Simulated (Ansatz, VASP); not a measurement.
## Si2Ni: VASP beside Ansatz

```xyz
3
Lattice="0.0000 2.7030 2.7030 2.7030 0.0000 2.7030 2.7030 2.7030 0.0000" Properties=species:S:1:pos:R:3 pbc="T T T"
Ni    0.0000    0.0000    0.0000
Si    4.0545    4.0545    4.0545
Si    1.3515    1.3515    1.3515
```

Alike in both runs: task single point; functional PBE; k mesh 9 × 9 × 9; occupations gaussian, width 0.016 eV; collinear spin.

|  | VASP | Ansatz |
| --- | --- | --- |
| version | VASP 6.6.1 | Ansatz 0.2.0 |
| potentials or method | VASP PAW PBE potentials, release 64 (Ni, Si) | Ansatz PAW |
| plane-wave cutoff (eV) | 520 | 420 |
| valence electrons in the cell | 18 | 26 |

```csv
,VASP,Ansatz,Ansatz less VASP
gap on the k mesh at the Fermi level (eV),none,none,-
pressure (GPa),3.8,4.0,+0.15
net moment per atom (μB),0.00,0.00,0.000
```

A gap of «none» marks a metal or a gap that the smearing closes. VASP's potentials hold 18 valence electrons a cell and Ansatz's 26, so a difference there can come from the potentials and not from the codes.
